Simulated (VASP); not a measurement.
Tl: single point with LDA

Tl:

```xyz
1
Lattice="2.9556 0.0000 0.0000 0.0000 2.9556 0.0000 0.0000 0.0000 2.9556" Properties=species:S:1:pos:R:3 pbc="T T T"
Tl    0.0000    0.0000    0.0000
```

This cell differs from its parent crystal: volume scaled by 0.88.

```json
{
 "Program": "VASP 6.6.1",
 "Task": "single point",
 "Functional": "LDA",
 "Potentials or basis": "VASP PAW LDA potentials, release 64 (Tl_d)",
 "Cutoff": "520 eV",
 "k mesh": "12 × 12 × 12",
 "Occupations": "fermi-dirac, width 0.1 eV",
 "Spin": "no spin polarisation"
}
```

```yaml
Pressure: 6.9 GPa
```

Levels at points of the mesh, in eV from the Fermi level:
```csv
k point,band 3,band 4,band 5,band 6,band 7,band 8,band 9,band 10
"(0.00, 0.00, 0.00)",-11.14,-11.14,-11.14,-11.10,7.76,7.76,7.76,11.63
"(0.50, 0.00, 0.00)",-11.65,-11.65,-11.09,-6.43,-3.93,11.40,11.40,12.28
"(0.50, 0.50, 0.00)",-11.57,-11.57,-10.65,-2.69,-0.84,-0.84,5.14,15.16
"(0.50, 0.50, 0.50)",-12.32,-10.62,-10.62,1.39,2.27,2.27,2.27,7.08
```

Wall time 6.3 s on 1 thread of Intel(R) Xeon(R) Platinum 8488C (Sapphire Rapids), with other jobs on the host, peak memory 0.14 GiB.

Caveat: spin-orbit coupling is left out, which moves the levels of the heavy elements.
